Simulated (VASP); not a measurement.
# LaH3 (I4/mmm) in VASP: single point with LDA

Aim: the single point of LaH3 with LDA.

Program: VASP 6.6.1. These are calculated values, not measurements. Logs are shortened: lines on timing, memory, paths and dates and some standing lists are left out, and cuts for length are marked.

## Step 1: The cell of the first run

Symmetry: I4/mmm, No. 139, tetragonal system. Conventional cell: a = 3.754 Å, b = 3.754 Å, c = 6.112 Å, α = 90.00°, β = 90.00°, γ = 90.00°. La (site symmetry 4/mmm) has 14 H at 2.42 to 3.06 Å within 3.2 Å. H (site symmetry -4m2) has 10 H at 2.42 to 3.06 Å and 4 La at 2.42 Å within 3.2 Å. Within 3.2 Å of H (site symmetry 4/mmm) lie 8 H at 2.42 Å and 6 La at 2.65 to 3.06 Å.

## Step 2: Single point, LDA, non-collinear spin, zero start, spin-orbit coupling

File INCAR:

```
SYSTEM = LaH3
PREC = Accurate
ENCUT = 520
EDIFF = 1E-6
ISMEAR = -1
SIGMA = 0.1
LREAL = .FALSE.
LASPH = .TRUE.
NELM = 150
ALGO = Normal
ISIF = 2
LWAVE = .FALSE.
LCHARG = .FALSE.
MAGMOM = 0 0 0 0 0 0 0 0 0 0 0 0
LORBIT = 11
LSORBIT = .TRUE.
GGA_COMPAT = .FALSE.
LORBMOM = .TRUE.
LMAXMIX = 6
GGA = CA
NBANDS = 28
```

File KPOINTS:

```
regular mesh
0
G
  9 9 9
  0 0 0
```

File POSCAR:

```
LaH3
1.0
    4.0478439582      0.0000000481      0.0000000637
    0.5661052615      4.0080625672      0.0000000637
   -2.3069746517     -2.0040313440      2.6545747379
La H
1 3
Direct
    0.0000000000      0.0000000000      0.0000000000
    0.7500000000      0.2500000000      0.5000000000
    0.2500000000      0.7500000000      0.5000000000
    0.5000000000      0.5000000000      0.0000000000
```

Potentials or basis: VASP PAW LDA potentials, release 64 (La, H).

On the command line:

```sh
> cat potpaw_LDA.64/La/POTCAR potpaw_LDA.64/H/POTCAR > POTCAR
> mpirun -np 1 vasp_ncl > vasp.out
```

OUTCAR:

```text
SYSTEM = LaH3
   PREC = Accurate
   ENCUT = 520
   EDIFF = 1E-6
   ISMEAR = -1
   LREAL = .FALSE.
   LASPH = .TRUE.
   NELM = 150
   ISIF = 2
   LORBIT = 11
   LSORBIT = .TRUE.
   GGA = CA

 ion  position               nearest neighbor table
   1  0.000  0.000  0.000-
   2  0.750  0.250  0.500-
   3  0.250  0.750  0.500-
   4  0.500  0.500  0.000-

  LATTYP: Found a body centered tetragonal cell.
 ALAT       =     3.7541356868
 C/A-ratio  =     1.6279959535

  Lattice vectors:

 A1 = (   4.0478439582,   0.0000000481,   0.0000000637)
 A2 = (   0.5661052615,   4.0080625672,   0.0000000637)
 A3 = (  -2.3069746517,  -2.0040313440,   2.6545747379)

Analysis of symmetry for initial positions (statically):
=====================================================================
 Subroutine PRICEL returns:
 Original cell was already a primitive cell.

 Routine SETGRP: Setting up the symmetry group for a
 body centered tetragonal supercell.

 Subroutine GETGRP returns: Found 16 space group operations
 (whereof 16 operations were pure point group operations)
 out of a pool of 16 trial point group operations.

The static configuration has the point symmetry D_4h.

Analysis of symmetry for dynamics (positions and initial velocities):
=====================================================================
 Subroutine PRICEL returns:
 Original cell was already a primitive cell.

 Routine SETGRP: Setting up the symmetry group for a
 body centered tetragonal supercell.

 Subroutine GETGRP returns: Found 16 space group operations
 (whereof 16 operations were pure point group operations)
 out of a pool of 16 trial point group operations.

The dynamic configuration has the point symmetry D_4h.

Analysis of structural, dynamic, and magnetic symmetry:
=====================================================================
 Subroutine PRICEL returns:
 Original cell was already a primitive cell.

 Routine SETGRP: Setting up the symmetry group for a
 body centered tetragonal supercell.

 Subroutine GETGRP returns: Found 16 space group operations
 (whereof 16 operations were pure point group operations)
 out of a pool of 16 trial point group operations.

The overall configuration has the point symmetry D_4h.

 Subroutine INISYM returns: Found 16 space group operations
 (whereof 16 operations are pure point group operations),
 and found     1 'primitive' translations

----------------------------------------------------------------------------------------

                                     Primitive cell

  volume of cell :      43.0679

  direct lattice vectors                    reciprocal lattice vectors
     4.047843958  0.000000048  0.000000064     0.247045094 -0.034893053  0.188354085
     0.566105261  4.008062567  0.000000064    -0.000000006  0.249497101  0.188354085
    -2.306974652 -2.004031344  2.654574738    -0.000000006 -0.000000005  0.376708164

  length of vectors
     4.047843958  4.047843958  4.047843958     0.312611684  0.312611684  0.376708164

  position of ions in fractional coordinates (direct lattice)
     0.000000000  0.000000000  0.000000000
     0.750000000  0.250000000  0.500000000
     0.250000000  0.750000000  0.500000000
     0.500000000  0.500000000  0.000000000

  ion indices of the primitive-cell ions
   primitive index   ion index
                 1           1
                 2           2
                 3           3
                 4           4

----------------------------------------------------------------------------------------

 KPOINTS: regular mesh

Automatic generation of k-mesh.
[... 114 lines left out ...]

  energy without entropy =      -18.87643289  energy(sigma->0) =      -18.87759765

 E-fermi :   6.9827     XC(G=0): -10.3131

 val. band max:        6.9322831723   @ k =   0.0000   0.0000   0.0000
 cond. band min:       7.2135443452   @ k =   0.4444   0.0000   0.0000
 fundamental gap:      0.2812611730
 Fermi energy:         6.9827483764

 k-point     1 :       0.0000    0.0000    0.0000
  band No.  band energies     occupation
      1     -25.6498      1.00000
      2     -25.6498      1.00000
      3     -10.6019      1.00000
      4     -10.6019      1.00000
      5      -8.1687      1.00000
      6      -8.1687      1.00000
[... 685 lines left out ...]
     25       9.1915      0.00000
     26       9.1915      0.00000

 [... further k-points ...]

 [bands above 26 left out]

------------------------ aborting loop because EDIFF is reached ----------------------------------------

  FORCE on cell =-STRESS in cart. coord.  units (eV):
  Direction    XX          YY          ZZ          XY          YZ          ZX
  --------------------------------------------------------------------------------------
  -------------------------------------------------------------------------------------
  Total       -1.2771147     -1.2306967     -1.0879536     -0.1643211     -0.0000000     -0.0000000
  in kB      -47.5102433    -45.7834379    -40.4732186     -6.1129489     -0.0000002     -0.0000002
  external PRESSURE =     -44.5889666 kB  Pullay stress =       0.0000000 kB

 VOLUME and BASIS-vectors are now :
 -----------------------------------------------------------------------------
  energy-cutoff  :      520.00
  volume of cell :       43.07
      direct lattice vectors                 reciprocal lattice vectors
     4.047843958  0.000000048  0.000000064     0.247045094 -0.034893053  0.188354085
     0.566105261  4.008062567  0.000000064    -0.000000006  0.249497101  0.188354085
    -2.306974652 -2.004031344  2.654574738    -0.000000006 -0.000000005  0.376708164

 POSITION                                       TOTAL-FORCE (eV/Angst)
 -----------------------------------------------------------------------------------
      0.00000      0.00000      0.00000        -0.000000      0.000000      0.000000
      2.02392      0.00000      1.32729         0.000000      0.000000     -0.000000
      0.28305      2.00403      1.32729         0.000000     -0.000000      0.000000
      2.30697      2.00403      0.00000        -0.000000      0.000000      0.000000
 -----------------------------------------------------------------------------------
    total drift:                                0.000000      0.000000      0.000000

  FREE ENERGIE OF THE ION-ELECTRON SYSTEM (eV)
  ---------------------------------------------------
  free  energy   TOTEN  =       -18.8787624151 eV

  energy  without entropy=      -18.8764328923  energy(sigma->0) =      -18.87759765

 orbital moment (x)

 # of ion     p       d       f       tot
 ------------------------------------------------
  1        -0.000   0.000  -0.000  -0.000
  2         0.000   0.000   0.000   0.000
  3         0.000   0.000   0.000   0.000
  4        -0.000   0.000   0.000  -0.000
 ------------------------------------------------
            0.000   0.000  -0.000   0.000

 orbital moment (y)

 # of ion     p       d       f       tot
 ------------------------------------------------
  1         0.000  -0.000   0.000  -0.000
  2        -0.000   0.000   0.000  -0.000
  3         0.000   0.000   0.000   0.000
  4         0.000   0.000   0.000   0.000
 ------------------------------------------------
           -0.000  -0.000   0.000  -0.000

 orbital moment (z)

 # of ion     p       d       f       tot
 ------------------------------------------------
  1         0.000  -0.000   0.000  -0.000
  2        -0.000   0.000   0.000  -0.000
  3        -0.000   0.000   0.000  -0.000
  4         0.000   0.000   0.000   0.000
 ------------------------------------------------
           -0.000  -0.000   0.000  -0.000

 Spin-Orbit-Coupling matrix elements

 Ion:    1  E_soc:     -0.6044894
 l=   1
     0.0000000    -0.0998601    -0.0996567
    -0.0998601     0.0000000    -0.0998102
    -0.0996567    -0.0998102     0.0000000
 l=   2
     0.0000000    -0.0001690     0.0000000    -0.0001693    -0.0006186
    -0.0001690     0.0000000    -0.0004784    -0.0002114    -0.0002116
     0.0000000    -0.0004784     0.0000000    -0.0004711     0.0000000
    -0.0001693    -0.0002114    -0.0004711     0.0000000    -0.0002120
    -0.0006186    -0.0002116     0.0000000    -0.0002120     0.0000000
 l=   3
     0.0000000    -0.0000100     0.0000000     0.0000000     0.0000000    -0.0000139    -0.0001012
    -0.0000100     0.0000000    -0.0000099     0.0000000    -0.0000115    -0.0000269    -0.0000126
     0.0000000    -0.0000099     0.0000000    -0.0000711    -0.0000020    -0.0000129     0.0000000
     0.0000000     0.0000000    -0.0000711     0.0000000    -0.0000738     0.0000000     0.0000000
[... 49 lines left out ...]
 l=   2
     0.0000000     0.0000000     0.0000000     0.0000000     0.0000000
     0.0000000     0.0000000     0.0000000     0.0000000     0.0000000
     0.0000000     0.0000000     0.0000000     0.0000000     0.0000000
     0.0000000     0.0000000     0.0000000     0.0000000     0.0000000
     0.0000000     0.0000000     0.0000000     0.0000000     0.0000000
 l=   3
     0.0000000     0.0000000     0.0000000     0.0000000     0.0000000     0.0000000     0.0000000
     0.0000000     0.0000000     0.0000000     0.0000000     0.0000000     0.0000000     0.0000000
     0.0000000     0.0000000     0.0000000     0.0000000     0.0000000     0.0000000     0.0000000
     0.0000000     0.0000000     0.0000000     0.0000000     0.0000000     0.0000000     0.0000000
     0.0000000     0.0000000     0.0000000     0.0000000     0.0000000     0.0000000     0.0000000
     0.0000000     0.0000000     0.0000000     0.0000000     0.0000000     0.0000000     0.0000000
     0.0000000     0.0000000     0.0000000     0.0000000     0.0000000     0.0000000     0.0000000

 total charge

# of ion       s       p       d       f       tot
--------------------------------------------------
    1        2.031   5.661   0.647   0.185   8.524
    2        0.529   0.004   0.000   0.000   0.534
    3        0.529   0.004   0.000   0.000   0.534
    4        0.473   0.003   0.000   0.000   0.477
--------------------------------------------------
tot          3.563   5.673   0.647   0.185  10.068

 magnetization (x)

# of ion       s       p       d       f       tot
--------------------------------------------------
    1       -0.000   0.000   0.000   0.000  -0.000
    2        0.000   0.000   0.000   0.000   0.000
    3        0.000  -0.000   0.000   0.000   0.000
    4        0.000   0.000   0.000   0.000   0.000
--------------------------------------------------
tot          0.000   0.000   0.000   0.000   0.000

 magnetization (y)

# of ion       s       p       d       f       tot
--------------------------------------------------
    1        0.000   0.000   0.000   0.000   0.000
    2        0.000   0.000   0.000   0.000   0.000
    3        0.000   0.000   0.000   0.000   0.000
    4        0.000   0.000   0.000   0.000   0.000
--------------------------------------------------
tot          0.000   0.000   0.000   0.000   0.000

 magnetization (z)

# of ion       s       p       d       f       tot
--------------------------------------------------
    1        0.000   0.000   0.000  -0.000  -0.000
    2        0.000   0.000   0.000   0.000   0.000
    3        0.000   0.000   0.000   0.000   0.000
    4       -0.000  -0.000   0.000   0.000  -0.000
--------------------------------------------------
tot          0.000  -0.000   0.000  -0.000  -0.000
```

It took 5.3 min on 1 thread of Intel Xeon Platinum 8259CL at 2.50GHz (Skylake/Cascade Lake), shared host; peak memory 0.31 GiB.

Results:

| Property | Result |
| --- | --- |
| Free energy | -18.8788 eV |
| Pressure | -4.5 GPa |
| Net moment | 0.00 μB per cell |
| Valence electrons inside the program's atomic spheres | La 8.52; H 0.53, 0.48 (each value once) |

Moments on the atoms (μB; x, y, z):
```
La  0.00 0.00 0.00
H   0.00 0.00 0.00
H   0.00 0.00 0.00
H   0.00 0.00 0.00
```

Caveat: the cell stands under tension.
